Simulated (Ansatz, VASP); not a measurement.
**Two plane-wave programs on CuO**

```
Cu O
1.0
     3.28802    0.00000    0.00000
    -1.64401    2.84751    0.00000
     0.00000    0.00000    5.38502
Cu O
2 2
Direct
  0.66667 0.33333 0.00000
  0.33333 0.66667 0.50000
  0.66667 0.33333 0.62520
  0.33333 0.66667 0.12520
```

Alike in both runs: functional PBEsol; k mesh 9 × 9 × 5; occupations fermi-dirac, width 0.05 eV; no spin polarisation; Hubbard terms Cu d U = 5.3 eV.

|  | VASP | Ansatz |
| --- | --- | --- |
| version | VASP 6.6.1 | Ansatz 0.2.0 |
| potentials or method | VASP PAW PBE potentials, release 64 (Cu, O) | Ansatz PAW |
| plane-wave cutoff (eV) | 520 | 420 |
| valence electrons in the cell | 34 | 50 |
| task | single point | band structure |

|  | VASP | Ansatz | Ansatz less VASP |
| --- | --- | --- | --- |
| gap on the k mesh at the Fermi level (eV) | none | none | - |
| pressure (GPa) | -16.2 | -12.2 | +3.98 |
| traceless stress, the component that is largest in VASP (GPa) | 1.16 | 1.27 | +0.111 |
| rms of the force components (eV/Å) | 0.016 | 0.038 | +0.0213 |

VASP's potentials were made for PBE, not for PBEsol. The programs project onto different local orbitals, so the same U acts differently, and such runs can settle in different states. Atom by atom the forces differ by 0.021 eV/Å (rms over components). A gap of «none» marks a metal or a gap that the smearing closes. VASP's potentials hold 34 valence electrons a cell and Ansatz's 50, so a difference there can come from the potentials and not from the codes.
